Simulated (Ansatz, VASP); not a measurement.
# One calculation of CaO, two programs

File INCAR:

```
PREC = Accurate
ENCUT = 520
EDIFF = 1E-7
ISMEAR = -1
SIGMA = 0.02
LREAL = F
LASPH = T
NELM = 80
ALGO = Normal
ISIF = 2
LWAVE = F
LCHARG = F
GGA = PE
NBANDS = 15
```

File KPOINTS:

```
regular mesh
0
Gamma
  10 10 10
```

File POSCAR:

```
CaO
1.0
    0.0059139569      2.4034640672      2.4034640672
    2.4034640672      0.0059139569      2.4034640672
    2.4034640672      2.4034640672      0.0059139569
Ca O
1 1
Direct
    0.0000000000      0.0000000000      0.0000000000
    0.5000000000      0.5000000000      0.5000000000
```

Input for Ansatz:

```yaml
crystal:
  lattice:
    - [0.0059139569, 2.4034640672, 2.4034640672]
    - [2.4034640672, 0.0059139569, 2.4034640672]
    - [2.4034640672, 2.4034640672, 0.0059139569]
  atoms:
    - { symbol: Ca, position: [0.0, 0.0, 0.0] }
    - { symbol: O, position: [0.5, 0.5, 0.5] }
kpoints:
  mp_grid: { grid: [10, 10, 10] }
  band_path:
    path:
      - [0.0, 0.0, 0.0]
      - [0.5, 0.0, 0.5]
      - [0.625, 0.25, 0.625]
      - [0.375, 0.375, 0.75]
      - [0.5, 0.5, 0.5]
      - [0.5, 0.25, 0.75]
      - [0.0, 0.5, 0.5]
    npoints: 1
hamiltonian:
  xc: pbe
scf:
  occupations: { method: fermi_dirac, width: 0.02 }
  n_extra_bands: 4
output:
  forces: true
  stress: true
  eigenvalues: true
```

Change from the starting cell: shear_111 strain +0.4%.

Alike in both runs: task single point; functional PBE; k mesh 10 × 10 × 10; occupations fermi-dirac, width 0.02 eV; no spin polarisation.

|  | VASP | Ansatz |
| --- | --- | --- |
| version | VASP 6.6.1 | Ansatz 0.2.0 |
| potentials or method | VASP PAW PBE potentials, release 64 (Ca_sv, O) | plane waves, PAW |
| plane-wave cutoff (eV) | 520 | 420 |
| valence electrons in the cell | 16 | 16 |

```tsv
	VASP	Ansatz	Ansatz less VASP
gap on the k mesh at the Fermi level (eV)	3.63	3.65	+0.019
pressure (GPa)	2.6	2.0	-0.61
traceless stress, the component that is largest in VASP (GPa)	-0.19	-0.19	-0.001
```
